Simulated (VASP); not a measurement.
# AlGa3N4 (P-43m) in VASP: a series of runs, part 2 of 2

VASP 6.6.1.

## (3) Single point, r2SCAN

This run uses another cell than the first one, of 10.06 Å³/atom.

POSCAR

```
AlGa3N4
1.0
    4.3173253160      0.0000000000      0.0000000000
    0.0000000000      4.3173253160      0.0000000000
    0.0000000000      0.0000000000      4.3173253160
Al Ga N
1 3 4
Direct
    0.0000000000      0.0000000000      0.0000000000
    0.5000000000      0.5000000000      0.0000000000
    0.5000000000      0.0000000000      0.5000000000
    0.0000000000      0.5000000000      0.5000000000
    0.7555018013      0.7555018013      0.2444981987
    0.7555018013      0.2444981987      0.7555018013
    0.2444981987      0.7555018013      0.7555018013
    0.2444981987      0.2444981987      0.2444981987
```

INCAR.step1

```
SYSTEM = AlGa3N4
PREC     = Accurate       ! precision mode
ENCUT    = 520            ! plane-wave cutoff, eV
ISMEAR   = 0              ! smearing method
SIGMA    = 0.02           ! smearing width, eV
LREAL    = .FALSE.        ! projectors in reciprocal space
LASPH    = .TRUE.         ! aspherical terms in the spheres
NELM     = 80             ! most SCF steps
NBANDS   = 41             ! bands
GGA      = PE             ! functional
ALGO     = Normal         ! electronic algorithm
EDIFF    = 1E-4           ! SCF threshold, eV
LWAVE    = .TRUE.         ! write WAVECAR
LCHARG   = .FALSE.        ! write CHGCAR
```

INCAR.step2

```
SYSTEM = AlGa3N4
PREC     = Accurate       ! precision mode
ENCUT    = 520            ! plane-wave cutoff, eV
EDIFF    = 1E-6           ! SCF threshold, eV
ISMEAR   = 0              ! smearing method
SIGMA    = 0.02           ! smearing width, eV
LREAL    = .FALSE.        ! projectors in reciprocal space
LASPH    = .TRUE.         ! aspherical terms in the spheres
NELM     = 80             ! most SCF steps
ALGO     = Normal         ! electronic algorithm
ISIF     = 2              ! what is computed and relaxed
LWAVE    = .FALSE.        ! write WAVECAR
LCHARG   = .TRUE.         ! write CHGCAR
METAGGA  = R2SCAN         ! meta-GGA
LMIXTAU  = .TRUE.       
LELF     = .TRUE.         ! ELF
LVHAR    = .TRUE.       
NBANDS   = 41             ! bands
ISTART   = 1
```

KPOINTS

```
Automatic mesh
0
G
  6 6 6
  0 0 0
```

Potentials or basis: VASP PAW PBE potentials, release 64 (Al, Ga_d, N).

Run with:

```sh
cat potpaw_PBE.64/Al/POTCAR potpaw_PBE.64/Ga_d/POTCAR potpaw_PBE.64/N/POTCAR > POTCAR
cp INCAR.step1 INCAR
mpirun -np 1 vasp_std > vasp.out
cp INCAR.step2 INCAR
mpirun -np 1 vasp_std > vasp.out
```

Run time: 2.4 min. Hardware: 1 thread of Intel Xeon Platinum 8259CL at 2.50GHz (Skylake/Cascade Lake), shared host; peak memory 0.22 GiB.

Results (log left out):

```
Free energy            : -84.1930 eV
Pressure               : 26.1 GPa
Largest force          : 0.091 eV/Å
Band gap on the k mesh : 3.56 eV
```

Forces in eV/Å, atoms in the order of the input:
```
Al   0.000  0.000  0.000
Ga   0.000  0.000  0.000
Ga   0.000  0.000  0.000
Ga   0.000  0.000  0.000
N    0.052  0.052 -0.052
N    0.052 -0.052  0.052
N   -0.052  0.052  0.052
N   -0.052 -0.052 -0.052
```

Levels at points of the mesh, in eV from the valence-band top:
| k point | band 27 | band 28 | band 29 | band 30 | band 31 | band 32 | band 33 | band 34 | band 35 | band 36 |
| --- | --- | --- | --- | --- | --- | --- | --- | --- | --- | --- |
| (0.00, 0.00, 0.00) | -2.83 | -2.83 | 0.00 | 0.00 | 0.00 | 3.56 | 4.00 | 4.00 | 4.00 | 7.78 |
| (0.50, 0.00, 0.00) | -2.90 | -1.73 | -1.73 | -1.33 | -1.33 | 5.90 | 6.01 | 7.04 | 7.04 | 9.27 |
| (0.50, 0.50, 0.00) | -3.38 | -1.13 | -1.09 | -1.09 | -0.66 | 8.05 | 8.27 | 8.42 | 8.42 | 8.58 |
| (0.50, 0.50, 0.50) | -0.84 | -0.84 | -0.74 | -0.74 | -0.74 | 6.38 | 6.38 | 6.38 | 7.67 | 10.38 |

Caveat: the cell stands under pressure; the PAW data sets were made with another functional, which shifts forces and pressure a little.

## (4) Single point, r2SCAN

This run uses another cell than the first one, of 10.06 Å³/atom.

POSCAR is that of step 3.

INCAR.step1

```
PREC = Accurate ; ENCUT = 520
ISMEAR = 0 ; SIGMA = 0.02
LREAL = False ; LASPH = True
NELM = 80 ; NBANDS = 41
GGA = PE ; ALGO = Normal
EDIFF = 1E-4 ; LWAVE = True
LCHARG = False
```

INCAR.step2

```
PREC = Accurate ; ENCUT = 520
EDIFF = 1E-7 ; ISMEAR = 0
SIGMA = 0.02 ; LREAL = False
LASPH = True ; NELM = 80
ALGO = Normal ; ISIF = 2
LWAVE = False ; LCHARG = False
METAGGA = R2SCAN ; LMIXTAU = True
NBANDS = 41 ; ISTART = 1
```

KPOINTS

```
Automatic mesh
0
Gamma
  6 6 6
```

Run with:

```sh
cat potpaw_PBE.64/Al/POTCAR potpaw_PBE.64/Ga_d/POTCAR potpaw_PBE.64/N/POTCAR > POTCAR
cp INCAR.step1 INCAR
mpirun -np 1 vasp_std > vasp.out
cp INCAR.step2 INCAR
mpirun -np 1 vasp_std > vasp.out
```

It took 2.6 min on 1 thread of Intel Xeon Platinum 8259CL at 2.50GHz (Skylake/Cascade Lake), shared host; peak memory 0.22 GiB.

It converged, with:

```yaml
Free_energy: -84.1930 eV
Pressure: 26.1 GPa
Largest_force: 0.090 eV/Å
Band_gap_on_the_k_mesh: 3.56 eV
```

Forces on the atoms (eV/Å):
```
Al   0.000  0.000  0.000
Ga   0.000  0.000  0.000
Ga   0.000  0.000  0.000
Ga   0.000  0.000  0.000
N    0.052  0.052 -0.052
N    0.052 -0.052  0.052
N   -0.052  0.052  0.052
N   -0.052 -0.052 -0.052
```

Levels at points of the mesh, in eV from the valence-band top:
```
           k point  band 27  band 28  band 29  band 30  band 31  band 32  band 33  band 34  band 35  band 36
(0.00, 0.00, 0.00)    -2.83    -2.83     0.00     0.00     0.00     3.56     4.00     4.00     4.00     7.78
(0.50, 0.00, 0.00)    -2.90    -1.73    -1.73    -1.33    -1.33     5.90     6.01     7.04     7.04     9.27
(0.50, 0.50, 0.00)    -3.38    -1.13    -1.09    -1.09    -0.66     8.05     8.27     8.42     8.42     8.58
(0.50, 0.50, 0.50)    -0.84    -0.84    -0.74    -0.74    -0.74     6.38     6.38     6.38     7.67    10.38
```

Caveat: the cell stands under pressure; the PAW data sets were made with another functional, which shifts forces and pressure a little.

## (5) Single point, r2SCAN

This run uses another cell than the first one, of 10.55 Å³/atom.

POSCAR

```
AlGa3N4
1.0
    4.3858915744      0.0000000000      0.0000000000
    0.0000000000      4.3858915744      0.0000000000
    0.0000000000      0.0000000000      4.3858915744
Al Ga N
1 3 4
Direct
    0.0000000000      0.0000000000      0.0000000000
    0.5000000000      0.5000000000      0.0000000000
    0.5000000000      0.0000000000      0.5000000000
    0.0000000000      0.5000000000      0.5000000000
    0.7553902949      0.7553902949      0.2446097051
    0.7553902949      0.2446097051      0.7553902949
    0.2446097051      0.7553902949      0.7553902949
    0.2446097051      0.2446097051      0.2446097051
```

INCAR.step1

```
PREC = Accurate
ENCUT = 520
ISMEAR = 0
SIGMA = 0.02
LREAL = F
LASPH = T
NELM = 60
NBANDS = 41
GGA = PE
ALGO = Normal
EDIFF = 1E-4
LWAVE = T
LCHARG = F
```

INCAR.step2

```
PREC = Accurate
ENCUT = 520
EDIFF = 1E-6
ISMEAR = 0
SIGMA = 0.02
LREAL = F
LASPH = T
NELM = 60
ALGO = Normal
ISIF = 2
LWAVE = F
LCHARG = F
METAGGA = R2SCAN
LMIXTAU = T
NBANDS = 41
ISTART = 1
```

KPOINTS is that of step 4.

Run with:

```sh
cat potpaw_PBE.64/Al/POTCAR potpaw_PBE.64/Ga_d/POTCAR potpaw_PBE.64/N/POTCAR > POTCAR
cp INCAR.step1 INCAR
mpirun -np 1 vasp_std > vasp.out
cp INCAR.step2 INCAR
mpirun -np 1 vasp_std > vasp.out
```

It took 3.4 min on 1 thread of Intel Xeon Platinum 8259CL at 2.50GHz (Skylake/Cascade Lake), shared host; peak memory 0.24 GiB.

It converged, with:

- Free energy: -84.6699 eV
- Pressure: 13.0 GPa
- Largest force: 0.092 eV/Å
- Band gap on the k mesh: 3.21 eV

Forces in eV/Å, atoms in the order of the input:
```
Al   0.000  0.000  0.000
Ga   0.000  0.000  0.000
Ga   0.000  0.000  0.000
Ga   0.000  0.000  0.000
N    0.053  0.053 -0.053
N    0.053 -0.053  0.053
N   -0.053  0.053  0.053
N   -0.053 -0.053 -0.053
```

Levels at points of the mesh, in eV from the valence-band top:
| k point | band 28 | band 29 | band 30 | band 31 | band 32 | band 33 | band 34 | band 35 |
| --- | --- | --- | --- | --- | --- | --- | --- | --- |
| (0.00, 0.00, 0.00) | -2.68 | 0.00 | 0.00 | 0.00 | 3.21 | 3.97 | 3.97 | 3.97 |
| (0.50, 0.00, 0.00) | -1.63 | -1.63 | -1.27 | -1.27 | 5.69 | 5.80 | 6.92 | 6.92 |
| (0.50, 0.50, 0.00) | -1.06 | -1.04 | -1.04 | -0.64 | 7.74 | 8.00 | 8.00 | 8.13 |
| (0.50, 0.50, 0.50) | -0.80 | -0.72 | -0.72 | -0.72 | 6.00 | 6.00 | 6.00 | 7.33 |

Caveat: the cell stands under pressure; the PAW data sets were made with another functional, which shifts forces and pressure a little.

## (6) Single point, r2SCAN

This run uses another cell than the first one, of 10.92 Å³/atom.

POSCAR

```
AlGa3N4
1.0
    4.4367089529      0.0000000000      0.0000000000
    0.0000000000      4.4367089529      0.0000000000
    0.0000000000      0.0000000000      4.4367089529
Al Ga N
1 3 4
Direct
    0.0000000000      0.0000000000      0.0000000000
    0.5000000000      0.5000000000      0.0000000000
    0.5000000000      0.0000000000      0.5000000000
    0.0000000000      0.5000000000      0.5000000000
    0.7553567307      0.7553567307      0.2446432693
    0.7553567307      0.2446432693      0.7553567307
    0.2446432693      0.7553567307      0.7553567307
    0.2446432693      0.2446432693      0.2446432693
```

INCAR.step1

```
SYSTEM = AlGa3N4
PREC     = Accurate       ! precision mode
ENCUT    = 520            ! plane-wave cutoff, eV
ISMEAR   = 0              ! smearing method
SIGMA    = 0.02           ! smearing width, eV
LREAL    = .False.        ! projectors in reciprocal space
LASPH    = .True.         ! aspherical terms in the spheres
NELM     = 100            ! most SCF steps
NBANDS   = 41             ! bands
GGA      = PE             ! functional
ALGO     = Normal         ! electronic algorithm
EDIFF    = 1E-4           ! SCF threshold, eV
LWAVE    = .True.         ! write WAVECAR
LCHARG   = .False.        ! write CHGCAR
```

INCAR.step2

```
SYSTEM = AlGa3N4
PREC     = Accurate       ! precision mode
ENCUT    = 520            ! plane-wave cutoff, eV
EDIFF    = 1E-6           ! SCF threshold, eV
ISMEAR   = 0              ! smearing method
SIGMA    = 0.02           ! smearing width, eV
LREAL    = .False.        ! projectors in reciprocal space
LASPH    = .True.         ! aspherical terms in the spheres
NELM     = 100            ! most SCF steps
ALGO     = Normal         ! electronic algorithm
ISIF     = 2              ! what is computed and relaxed
LWAVE    = .False.        ! write WAVECAR
LCHARG   = .True.         ! write CHGCAR
METAGGA  = R2SCAN         ! meta-GGA
LMIXTAU  = .True.       
LELF     = .True.         ! ELF
LVHAR    = .True.       
NBANDS   = 41             ! bands
ISTART   = 1
```

KPOINTS

```
regular mesh
0
Gamma
  6 6 6
  0 0 0
```

Potentials or basis: VASP PAW PBE potentials, release 64 (Al, Ga_d, N).

Run with:

```sh
cat potpaw_PBE.64/Al/POTCAR potpaw_PBE.64/Ga_d/POTCAR potpaw_PBE.64/N/POTCAR > POTCAR
cp INCAR.step1 INCAR
mpirun -np 1 vasp_std > vasp.out
cp INCAR.step2 INCAR
mpirun -np 1 vasp_std > vasp.out
```

Wall time 3.8 min (1 thread of Intel Xeon Platinum 8259CL at 2.50GHz (Skylake/Cascade Lake), shared host); peak memory 0.25 GiB.

Results (log left out):

```yaml
Free_energy: -84.8353 eV
Pressure: 4.8 GPa
Largest_force: 0.085 eV/Å
Band_gap_on_the_k_mesh: 2.96 eV
```

Forces on the atoms (eV/Å):
```
Al   0.000  0.000  0.000
Ga   0.000  0.000  0.000
Ga   0.000  0.000  0.000
Ga   0.000  0.000  0.000
N    0.049  0.049 -0.049
N    0.049 -0.049  0.049
N   -0.049  0.049  0.049
N   -0.049 -0.049 -0.049
```

Levels at points of the mesh, in eV from the valence-band top:
| k point | band 29 | band 30 | band 31 | band 32 | band 33 | band 34 |
| --- | --- | --- | --- | --- | --- | --- |
| (0.00, 0.00, 0.00) | 0.00 | 0.00 | 0.00 | 2.96 | 3.94 | 3.94 |
| (0.50, 0.00, 0.00) | -1.57 | -1.23 | -1.23 | 5.54 | 5.64 | 6.84 |
| (0.50, 0.50, 0.00) | -1.00 | -1.00 | -0.62 | 7.47 | 7.69 | 7.69 |
| (0.50, 0.50, 0.50) | -0.70 | -0.70 | -0.70 | 5.73 | 5.73 | 5.73 |

Caveat: the cell stands under pressure; the PAW data sets were made with another functional, which shifts forces and pressure a little.

## (7) Summary

```tsv
potentials or basis	cell	cutoff (eV)	gap on the mesh (eV)	pressure (GPa)	largest force (eV/Å)
VASP PAW PBE potentials, release 64 (Al, Ga_d, N_h)	a = 4.465 Å, 8 atoms	910	2.81	0.6	0.08
VASP PAW PBE potentials, release 64 (Al, Ga_d, N)	a = 4.317 Å, 8 atoms	520	3.56	26.1	0.09
VASP PAW PBE potentials, release 64 (Al, Ga_d, N)	a = 4.386 Å, 8 atoms	520	3.21	13.0	0.09
VASP PAW PBE potentials, release 64 (Al, Ga_d, N)	a = 4.437 Å, 8 atoms	520	2.96	4.8	0.09
```

Alike in all rows: task single point; level r2SCAN; no spin polarisation; k mesh 6 × 6 × 6; smearing gaussian 0.02 eV.

Caveats: the PAW data sets were made with another functional, which shifts forces and pressure a little; the cell stands under pressure (at least some runs); the cutoff is under 1.25 times the usual one of these potentials, so pressure, stress and relaxed cells hold a basis-set (Pulay) error (at least some runs).

Total energies depend on the potentials used, so only differences within one code and one set of settings carry meaning.
